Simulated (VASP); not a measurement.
Set up this calculation in VASP 6.6.1, as the native input.

- Task: electric field gradients
- Functional: LDA
- Potentials or basis: VASP PAW LDA potentials, release 64 (K_sv, Ta_pv, O)
- Cutoff: 520 eV
- k mesh: 5 × 5 × 5
- Occupations: fermi-dirac, width 0.01 eV
- Spin: no spin polarisation
- Dipole correction: no
- Further INCAR settings: ALGO = Normal; EDIFF = 1e-08; NBANDS = 27

The structure of KTaO3 lies in POSCAR:

```
KTaO3
1.0
    3.9883000000      0.0000000000      0.0000000000
    0.0000000000      3.9883000000      0.0000000000
    0.0000000000      0.0000000000      4.1079490000
K Ta O
1 1 3
Direct
    0.5000000000      0.5000000000      0.5000000000
    0.0000000000      0.0000000000      0.0000000000
    0.5000000000      0.0000000000      0.0000000000
    0.0000000000      0.5000000000      0.0000000000
    0.0000000000      0.0000000000      0.5000000000
```

This cell differs from its parent crystal: zz strain of +3 %.

The input as run:

INCAR

```
SYSTEM = KTaO3
PREC = Accurate
ENCUT = 520
EDIFF = 1E-8
ISMEAR = -1
SIGMA = 0.01
LREAL = .False.
LASPH = .True.
NELM = 60
ALGO = Normal
ISIF = 2
LWAVE = .False.
LCHARG = .False.
GGA = CA
LEFG = .True.
NBANDS = 27
```

KPOINTS

```
Automatic mesh
0
Gamma
  5 5 5
  0 0 0
```

Potentials or basis: VASP PAW LDA potentials, release 64 (K_sv, Ta_pv, O).

Launch:

```console
$ cat potpaw_LDA.64/K_sv/POTCAR potpaw_LDA.64/Ta_pv/POTCAR potpaw_LDA.64/O/POTCAR > POTCAR
$ mpirun -np 1 vasp_std > vasp.out
```

Results of the run:

The pressure is -9.6 GPa, the band gap on the k mesh is 2.04 eV (least direct gap 2.55 eV) and the largest electric field gradient by atom is K +3.3; Ta +153.2; O +13.1, +30.9 (each value once) V/Å².

Caveat: the cell differs from its parent crystal (zz strain of +3 %); the cell stands under tension; without QUAD_EFG the Cq values of the log hold for a quadrupole moment of 1 mb, not for the nuclei; spin-orbit coupling is left out, which moves the levels of the heavy elements; an odd mesh through Γ misses points on the zone boundary, where band edges can lie.

Run time: 43 s on 1 thread of Intel Xeon 8259CL, with other jobs on the host, peak memory 0.17 GiB.
